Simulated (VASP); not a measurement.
# B2SbI3 (P4/mmm) in VASP: notebook

Runs on B2SbI3. Level: PBE. Tasks: single point, relaxation of cell and atoms.

Program: VASP 6.6.1. These are calculated values, not measurements. Logs are shortened: lines on timing, memory, paths and dates and some standing lists are left out, and cuts for length are marked.

## Step 1: The cell of the first run

It takes space group P4/mmm (No. 123, tetragonal). Conventional cell: a = 5.202 Å, b = 5.202 Å, c = 7.840 Å, α = 90.00°, β = 90.00°, γ = 90.00°. B (site symmetry mmm) has 6 I at 2.60 to 3.03 Å within 3.4 Å. Within 3.1 Å of Sb (site symmetry 4/mmm) lie 2 I at 2.36 Å. I (site symmetry 4/mmm) has 4 B at 2.60 Å within 3.4 Å. Within 3.2 Å of I (site symmetry 4mm) lie 1 Sb at 2.36 Å and 4 B at 3.03 Å and 1 I at 3.12 Å.

The cell was generated, and may not be a known phase.

## Step 2: Single point, PBE

The input, INCAR:

```
  PREC = Accurate
  ENCUT = 520
  EDIFF = 1E-6
  ISMEAR = 0
  SIGMA = 0.1
  LREAL = F
  LASPH = T
  NELM = 60
  ALGO = Normal
  ISIF = 2
  LWAVE = F
  LCHARG = F
  GGA = PE
  NBANDS = 25
```

The input, KPOINTS:

```
Automatic mesh
0
Gamma
  4 4 2
```

The input, POSCAR:

```
B2SbI3
1.0
    5.2018275400      0.0000000000      0.0000000000
    0.0000000000      5.2018275400      0.0000000000
    0.0000000000      0.0000000000      7.8395389600
B Sb I
2 1 3
Direct
    0.0000000000      0.5000000000      0.0000000000
    0.5000000000      0.0000000000      0.0000000000
    0.0000000000      0.0000000000      0.5000000000
    0.5000000000      0.5000000000      0.0000000000
    0.0000000000      0.0000000000      0.1989991000
    0.0000000000      0.0000000000      0.8010009000
```

Potentials or basis: VASP PAW PBE potentials, release 64 (B, Sb, I).

Command:

```bash
> cat potpaw_PBE.64/B/POTCAR potpaw_PBE.64/Sb/POTCAR potpaw_PBE.64/I/POTCAR > POTCAR
> mpirun -np 1 vasp_std > vasp.out
```

OUTCAR:

```text
PREC = Accurate
   ENCUT = 520
   EDIFF = 1E-6
   ISMEAR = 0
   LREAL = F
   LASPH = T
   NELM = 60
   ISIF = 2
   GGA = PE

 ion  position               nearest neighbor table
   1  0.000  0.500  0.000-   4 2.60   4 2.60
   2  0.500  0.000  0.000-   4 2.60   4 2.60
   3  0.000  0.000  0.500-   5 2.36   6 2.36
   4  0.500  0.500  0.000-   1 2.60   2 2.60   2 2.60   1 2.60
   5  0.000  0.000  0.199-   3 2.36   6 3.12
   6  0.000  0.000  0.801-   3 2.36   5 3.12

  LATTYP: Found a simple tetragonal cell.
 ALAT       =     5.2018275400
 C/A-ratio  =     1.5070739850

  Lattice vectors:

 A1 = (   5.2018275400,   0.0000000000,   0.0000000000)
 A2 = (   0.0000000000,   5.2018275400,   0.0000000000)
 A3 = (   0.0000000000,   0.0000000000,   7.8395389600)

Analysis of symmetry for initial positions (statically):
=====================================================================
 Subroutine PRICEL returns:
 Original cell was already a primitive cell.

 Routine SETGRP: Setting up the symmetry group for a
 simple tetragonal supercell.

 Subroutine GETGRP returns: Found 16 space group operations
 (whereof 16 operations were pure point group operations)
 out of a pool of 16 trial point group operations.

The static configuration has the point symmetry D_4h.

Analysis of symmetry for dynamics (positions and initial velocities):
=====================================================================
 Subroutine PRICEL returns:
 Original cell was already a primitive cell.

 Routine SETGRP: Setting up the symmetry group for a
 simple tetragonal supercell.

 Subroutine GETGRP returns: Found 16 space group operations
 (whereof 16 operations were pure point group operations)
 out of a pool of 16 trial point group operations.

The dynamic configuration has the point symmetry D_4h.

 Subroutine INISYM returns: Found 16 space group operations
 (whereof 16 operations are pure point group operations),
 and found     1 'primitive' translations

----------------------------------------------------------------------------------------

                                     Primitive cell

  volume of cell :     212.1302

[... 81 lines left out ...]
   ENCUT  =  520.0 eV  38.22 Ry    6.18 a.u.   9.67  9.67 14.58*2*pi/ulx,y,z
   NELM   =     60;   NELMIN=  2; NELMDL= -5     # of ELM steps
   EDIFF  = 0.1E-05   stopping-criterion for ELM
   LREAL  =      F    real-space projection
   EDIFFG = 0.1E-04   stopping-criterion for IOM
   NSW    =      0    number of steps for IOM
   IBRION =     -1    ionic relax: 0-MD 1-quasi-New 2-CG
   NFREE  =      0    steps in history (QN), initial steepest desc. (CG)
   ISIF   =      2    stress and relaxation
   ISYM   =      2    0-nonsym 1-usesym 2-fastsym
   POTIM  = 0.5000    time-step for ionic-motion
   TEBEG  =    0.0;   TEEND  =   0.0 temperature during run
   PSTRESS=    0.0 pullay stress
   NELECT =      32.0000    total number of electrons
   NUPDOWN=      -1.0000    fix difference up-down
   EMIN   =  10.00;   EMAX   =-10.00  energy-range for DOS
   EFERMI =   0.00;   METHOD = LEGACY
   ISMEAR =     0;   SIGMA  =   0.10  broadening in eV -4-tet -1-fermi 0-gaus
   EFERMI_NEDOS =   21; number of points for ismear=-14 and -15
   IALGO  =     38    algorithm
   IMIX   =      4    mixing-type and parameters
     AMIX     =   0.40;   BMIX     =  1.00
     AMIX_MAG =   1.60;   BMIX_MAG =  1.00
  volume/ion in A,a.u.               =      35.36       238.59
  Fermi-wavevector in a.u.,A,eV,Ry     =   0.871480  1.646858 10.333314  0.759477
  Thomas-Fermi vector in A             =   1.990593
   LORBIT       =      0    0 simple, 1 ext, 2 COOP (PROOUT), +10 PAW based schemes
   GGA     = PE    functional components
   LHFCALC =     F    Hartree Fock is set to
   AEXX    =    0.0000 exact exchange contribution
   IVDW    =     0    specifies the selected vdW correction
   LEPSILON=     F    determine dielectric tensor
   LRPA    =     F    only Hartree local field effects (RPA)
 non-spin polarized calculation
 Gauss-broadening in eV      SIGMA  =   0.10
  energy-cutoff  :      520.00
  volume of cell :      212.13
 maximum number of plane-waves:      5768
 NGX is ok and might be reduce to    40
   NGX = 19   NGY = 19   NGZ = 29

 number of electron      31.9999999 magnetization

 Free energy of the ion-electron system (eV)
  ---------------------------------------------------
  ext. energy  EPLUGINS =         0.00000000
  ---------------------------------------------------
  free energy    TOTEN  =        -9.90379594 eV

  energy without entropy =       -9.87773130  energy(sigma->0) =       -9.89076362

 E-fermi :   3.3459     XC(G=0):  -7.5684

 val. band max:        3.3317722802   @ k =   0.2500   0.2500   0.5000
 cond. band min:       3.3751175225   @ k =   0.5000   0.2500   0.0000
 fundamental gap:      0.0433452423
 Fermi energy:         3.3458602244

 k-point     1 :       0.0000    0.0000    0.0000
  band No.  band energies     occupation
      1     -12.3360      2.00000
      2     -11.3396      2.00000
      3     -10.5310      2.00000
      4      -6.7120      2.00000
      5      -2.6608      2.00000
      6      -2.6608      2.00000
[... 325 lines left out ...]
     24       7.5042      0.00000
     25       7.8510      0.00000

------------------------ aborting loop because EDIFF is reached ----------------------------------------

  FORCE on cell =-STRESS in cart. coord.  units (eV):
  Direction    XX          YY          ZZ          XY          YZ          ZX
  --------------------------------------------------------------------------------------
  -------------------------------------------------------------------------------------
  Total       -0.6455266     -0.6455266     34.4201071      0.0000000      0.0000000      0.0000000
  in kB       -4.8755350     -4.8755350    259.9682903      0.0000000      0.0000000      0.0000000
  external PRESSURE =      83.4057401 kB  Pullay stress =       0.0000000 kB

 VOLUME and BASIS-vectors are now :
 -----------------------------------------------------------------------------
  energy-cutoff  :      520.00
  volume of cell :      212.13
      direct lattice vectors                 reciprocal lattice vectors
     5.201827540  0.000000000  0.000000000     0.192240130  0.000000000  0.000000000
     0.000000000  5.201827540  0.000000000     0.000000000  0.192240130  0.000000000
     0.000000000  0.000000000  7.839538960     0.000000000  0.000000000  0.127558522

 POSITION                                       TOTAL-FORCE (eV/Angst)
 -----------------------------------------------------------------------------------
      0.00000      2.60091      0.00000         0.000000      0.000000      0.000000
      2.60091      0.00000      0.00000         0.000000      0.000000      0.000000
      0.00000      0.00000      3.91977         0.000000      0.000000      0.000000
      2.60091      2.60091      0.00000         0.000000      0.000000      0.000000
      0.00000      0.00000      1.56006         0.000000     -0.000000     -7.506871
      0.00000      0.00000      6.27948         0.000000     -0.000000      7.506871
 -----------------------------------------------------------------------------------
    total drift:                                0.000000      0.000000     -0.000000

  FREE ENERGIE OF THE ION-ELECTRON SYSTEM (eV)
  ---------------------------------------------------
  free  energy   TOTEN  =        -9.9037959386 eV

  energy  without entropy=       -9.8777312987  energy(sigma->0) =       -9.89076362
```

OSZICAR:

```text
N       E                     dE             d eps       ncg     rms          rms(c)
DAV:   1     0.171966477352E+03    0.17197E+03   -0.11314E+04   600   0.101E+03
DAV:   2     0.553927298032E+01   -0.16643E+03   -0.15676E+03   802   0.167E+02
DAV:   3    -0.975783223278E+01   -0.15297E+02   -0.15003E+02   773   0.544E+01
DAV:   4    -0.102149325091E+02   -0.45710E+00   -0.45580E+00   815   0.104E+01
DAV:   5    -0.102209562978E+02   -0.60238E-02   -0.60218E-02   814   0.135E+00    0.173E+01
DAV:   6    -0.990840379716E+01    0.31255E+00   -0.55216E-01   661   0.349E+00    0.100E+01
DAV:   7    -0.993142131143E+01   -0.23018E-01   -0.42115E-01   640   0.272E+00    0.256E+00
DAV:   8    -0.990547046464E+01    0.25951E-01   -0.10641E-01   665   0.143E+00    0.162E+00
DAV:   9    -0.990378700534E+01    0.16835E-02   -0.12863E-02   683   0.499E-01    0.647E-01
DAV:  10    -0.990388476886E+01   -0.97764E-04   -0.26408E-03   685   0.232E-01    0.204E-01
DAV:  11    -0.990376414158E+01    0.12063E-03   -0.63927E-04   714   0.116E-01    0.234E-02
DAV:  12    -0.990378274938E+01   -0.18608E-04   -0.69284E-05   728   0.348E-02    0.301E-02
DAV:  13    -0.990379378349E+01   -0.11034E-04   -0.95777E-06   670   0.146E-02    0.216E-02
DAV:  14    -0.990379575626E+01   -0.19728E-05   -0.30878E-06   602   0.884E-03    0.116E-02
DAV:  15    -0.990379593860E+01   -0.18234E-06   -0.30368E-07   456   0.277E-03
   1 F= -.99037959E+01 E0= -.98907636E+01  d E =-.260646E-01
```

Run time: 45 s. Hardware: 1 thread of AMD EPYC 9R45 (Zen 5), shared host; peak memory 0.29 GiB.

What came out:

- Free energy: -9.9038 eV
- Pressure: 8.3 GPa
- Largest force: 7.507 eV/Å
- Band gap on the k mesh: zero (bands 16 and 17 overlap by 1.11 eV)

Forces on the atoms (eV/Å):
```
B    0.000  0.000  0.000
B    0.000  0.000  0.000
Sb   0.000  0.000  0.000
I    0.000  0.000  0.000
I    0.000  0.000 -7.507
I    0.000  0.000  7.507
```

Caveat: the k points lie up to 0.40 Å⁻¹ apart, too coarse for converged energies and pressures of a metal; spin-orbit coupling is left out, which moves the levels of the heavy elements; forces of over 1 eV/Å act on the atoms, so gaps and moduli don't describe the material at rest.

## Step 3: Single point, PBE

This run uses another cell than the first one, of 36.30 Å³/atom.

Edit INCAR of step 2 so:

```diff
@@ -7,3 +7,3 @@
   LASPH = T
-  NELM = 60
+  NELM = 100
   ALGO = Normal
```

The input, KPOINTS:

```
regular mesh
0
Gamma
  4 4 2
```

The input, POSCAR:

```
B2SbI3
1.0
    4.6672738935      0.0000000000      0.0000000000
    0.0000000000      4.6672738935      0.0000000000
    0.0000000000      0.0000000000      9.9997648319
B Sb I
2 1 3
Direct
    0.0000000000      0.5000000000      0.0000000000
    0.5000000000      0.0000000000      0.0000000000
    0.0000000000      0.0000000000      0.5000000000
    0.5000000000      0.5000000000      0.0000000000
    0.0000000000      0.0000000000      0.1976827424
    0.0000000000      0.0000000000      0.8023172576
```

Potentials or basis: VASP PAW PBE potentials, release 64 (B, Sb, I).

Command:

```bash
> cat potpaw_PBE.64/B/POTCAR potpaw_PBE.64/Sb/POTCAR potpaw_PBE.64/I/POTCAR > POTCAR
> mpirun -np 1 vasp_std > vasp.out
```

Wall time 57 s (1 thread of AMD EPYC 9R45 (Zen 5), shared host); peak memory 0.3 GiB.

It converged, with:

```yaml
Free_energy: -13.7955 eV
Pressure: -0.2 GPa
Largest_force: 0.009 eV/Å
Band_gap_on_the_k_mesh: zero (bands 16 and 17 overlap by 0.29 eV)
```

Forces in eV/Å, atoms in the order of the input:
```
B    0.000  0.000  0.000
B    0.000  0.000  0.000
Sb   0.000  0.000  0.000
I    0.000  0.000  0.000
I    0.000  0.000 -0.009
I    0.000  0.000  0.009
```

Levels at points of the mesh, in eV from the Fermi level:
| k point | band 13 | band 14 | band 15 | band 16 | band 17 | band 18 | band 19 | band 20 |
| --- | --- | --- | --- | --- | --- | --- | --- | --- |
| (0.00, 0.00, 0.00) | -2.57 | -2.57 | -0.95 | 0.19 | 0.42 | 0.42 | 1.69 | 1.69 |
| (0.50, 0.00, 0.00) | -2.43 | -2.17 | -0.55 | -0.06 | 0.24 | 0.52 | 1.29 | 1.50 |
| (0.50, 0.50, 0.00) | -2.76 | -0.37 | -0.37 | -0.02 | 1.33 | 1.33 | 1.33 | 1.95 |
| (0.00, 0.00, 0.50) | -2.65 | -2.25 | -1.86 | 0.19 | 0.71 | 0.71 | 1.31 | 1.31 |
| (0.50, 0.00, 0.50) | -2.34 | -2.22 | -0.72 | 0.06 | 0.37 | 0.80 | 0.90 | 1.22 |
| (0.50, 0.50, 0.50) | -1.87 | -0.70 | -0.70 | -0.50 | -0.02 | 1.70 | 1.70 | 1.87 |

Caveat: semilocal functionals underestimate gaps, and a narrow one can read as zero; spin-orbit coupling is left out, which moves the levels of the heavy elements.

## Step 4: Single point, PBE

This run uses another cell than the first one, of 37.24 Å³/atom.

The input, INCAR:

```
SYSTEM = B2SbI3
  PREC = Accurate
  ENCUT = 520
  EDIFF = 1E-6
  ISMEAR = 0
  SIGMA = 0.1
  LREAL = .False.
  LASPH = .True.
  NELM = 60
  ALGO = Normal
  ISIF = 2
  LWAVE = .False.
  LCHARG = .True.
  GGA = PE
  LELF = .True.
  LVHAR = .True.
  NBANDS = 25
```

The input, KPOINTS:

```
Automatic mesh
0
Gamma
  8 8 4
  0 0 0
```

The input, POSCAR:

```
B2SbI3
1.0
    4.7979264343      0.0000000000      0.0000000000
    0.0000000000      4.7979264343      0.0000000000
    0.0000000000      0.0000000000      9.7061856042
B Sb I
2 1 3
Direct
    0.0000000000      0.5000000000      0.0000000000
    0.5000000000      0.0000000000      0.0000000000
    0.0000000000      0.0000000000      0.5000000000
    0.5000000000      0.5000000000      0.0000000000
    0.0000000000      0.0000000000      0.1885895084
    0.0000000000      0.0000000000      0.8114104916
```

Potentials or basis: VASP PAW PBE potentials, release 64 (B, Sb, I).

Command:

```bash
> cat potpaw_PBE.64/B/POTCAR potpaw_PBE.64/Sb/POTCAR potpaw_PBE.64/I/POTCAR > POTCAR
> mpirun -np 1 vasp_std > vasp.out
```

OUTCAR:

```text
SYSTEM = B2SbI3
   PREC = Accurate
   ENCUT = 520
   EDIFF = 1E-6
   ISMEAR = 0
   LREAL = .False.
   LASPH = .True.
   NELM = 60
   ISIF = 2
   GGA = PE

 ion  position               nearest neighbor table
   1  0.000  0.500  0.000-   4 2.40   4 2.40
   2  0.500  0.000  0.000-   4 2.40   4 2.40
   3  0.000  0.000  0.500-   5 3.02   6 3.02
   4  0.500  0.500  0.000-   1 2.40   2 2.40   2 2.40   1 2.40
   5  0.000  0.000  0.189-   3 3.02
   6  0.000  0.000  0.811-   3 3.02

  LATTYP: Found a simple tetragonal cell.
 ALAT       =     4.7979264343
 C/A-ratio  =     2.0229959207

  Lattice vectors:

 A1 = (   4.7979264343,   0.0000000000,   0.0000000000)
 A2 = (   0.0000000000,   4.7979264343,   0.0000000000)
 A3 = (   0.0000000000,   0.0000000000,   9.7061856042)

Analysis of symmetry for initial positions (statically):
=====================================================================
 Subroutine PRICEL returns:
 Original cell was already a primitive cell.

[... 179 lines left out ...]

 val. band max:        2.7390759999   @ k =   0.2500   0.1250   0.0000
 cond. band min:       2.7803359212   @ k =   0.5000   0.1250   0.5000
 fundamental gap:      0.0412599213
 Fermi energy:         2.7736394259

 k-point     1 :       0.0000    0.0000    0.0000
  band No.  band energies     occupation
      1     -12.5760      2.00000
      2     -10.5800      2.00000
      3     -10.5473      2.00000
      4      -5.9707      2.00000
      5      -3.9351      2.00000
      6      -3.9351      2.00000
[... 661 lines left out ...]
     24       8.0034      0.00000
     25       8.2318      0.00000

 [... further k-points ...]

------------------------ aborting loop because EDIFF is reached ----------------------------------------

  FORCE on cell =-STRESS in cart. coord.  units (eV):
  Direction    XX          YY          ZZ          XY          YZ          ZX
  --------------------------------------------------------------------------------------
  -------------------------------------------------------------------------------------
  Total       -0.0350057     -0.0350057     -0.0807279      0.0000000      0.0000000      0.0000000
  in kB       -0.2510112     -0.2510112     -0.5788663      0.0000000      0.0000000      0.0000000
  external PRESSURE =      -0.3602963 kB  Pullay stress =       0.0000000 kB

 VOLUME and BASIS-vectors are now :
 -----------------------------------------------------------------------------
  energy-cutoff  :      520.00
  volume of cell :      223.44
      direct lattice vectors                 reciprocal lattice vectors
     4.797926434  0.000000000  0.000000000     0.208423371  0.000000000  0.000000000
     0.000000000  4.797926434  0.000000000     0.000000000  0.208423371  0.000000000
     0.000000000  0.000000000  9.706185604     0.000000000  0.000000000  0.103027084

 POSITION                                       TOTAL-FORCE (eV/Angst)
 -----------------------------------------------------------------------------------
      0.00000      2.39896      0.00000         0.000000     -0.000000      0.000000
      2.39896      0.00000      0.00000         0.000000     -0.000000      0.000000
      0.00000      0.00000      4.85309         0.000000     -0.000000      0.000000
      2.39896      2.39896      0.00000         0.000000     -0.000000      0.000000
      0.00000      0.00000      1.83048         0.000000     -0.000000      0.006311
      0.00000      0.00000      7.87570         0.000000      0.000000     -0.006311
 -----------------------------------------------------------------------------------
    total drift:                               -0.000000      0.000000     -0.000000

  FREE ENERGIE OF THE ION-ELECTRON SYSTEM (eV)
  ---------------------------------------------------
  free  energy   TOTEN  =       -13.7899025430 eV

  energy  without entropy=      -13.7618769196  energy(sigma->0) =      -13.77588973
```

Run time: 2.7 min. Hardware: 1 thread of AMD EPYC 9R45 (Zen 5), shared host; peak memory 0.41 GiB.

Results:

| Quantity | Value |
| --- | --- |
| Free energy | -13.7899 eV |
| Pressure | 0.0 GPa |
| Largest force | 0.006 eV/Å |
| Band gap on the k mesh | zero (bands 16 and 17 overlap by 0.34 eV) |

Forces in eV/Å, atoms in the order of the input:
```
B    0.000  0.000  0.000
B    0.000  0.000  0.000
Sb   0.000  0.000  0.000
I    0.000  0.000  0.000
I    0.000  0.000  0.006
I    0.000  0.000 -0.006
```

Caveat: semilocal functionals underestimate gaps, and a narrow one can read as zero; spin-orbit coupling is left out, which moves the levels of the heavy elements.

[end of part 1 of 2]

The gap in the log of VASP goes by the Fermi energy; the results here count the filled bands.